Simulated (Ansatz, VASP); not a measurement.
**One calculation of Hf, two programs**

```
Hf
1.0
    -1.81695    1.81695    1.81695
     1.81695   -1.81695    1.81695
     1.81695    1.81695   -1.81695
Hf
1
Direct
  0.00000 0.00000 0.00000
```

Change from the starting cell: volume scaled by 1.02.

Alike in both runs: task single point; functional LDA; k mesh 10 × 10 × 10; occupations fermi-dirac, width 0.05 eV; no spin polarisation.

|  | VASP | Ansatz |
| --- | --- | --- |
| version | VASP 6.6.1 | Ansatz 0.2.0 |
| potentials or method | VASP PAW LDA potentials, release 64 (Hf_pv), cutoff 520 eV | all-electron LAPW, scalar-relativistic |

```tsv
	VASP	Ansatz	Ansatz less VASP
gap on the k mesh at the Fermi level (eV)	none	none	-
pressure (GPa)	-13.9	-13.9	+0.02
```

LDA's correlation is that of Perdew and Zunger in VASP and of Perdew and Wang (1992) in Ansatz. A gap of «none» marks a metal or a gap that the smearing closes. Ansatz ran all-electron here, and VASP with PAW potentials.

Spin-orbit coupling is off throughout.
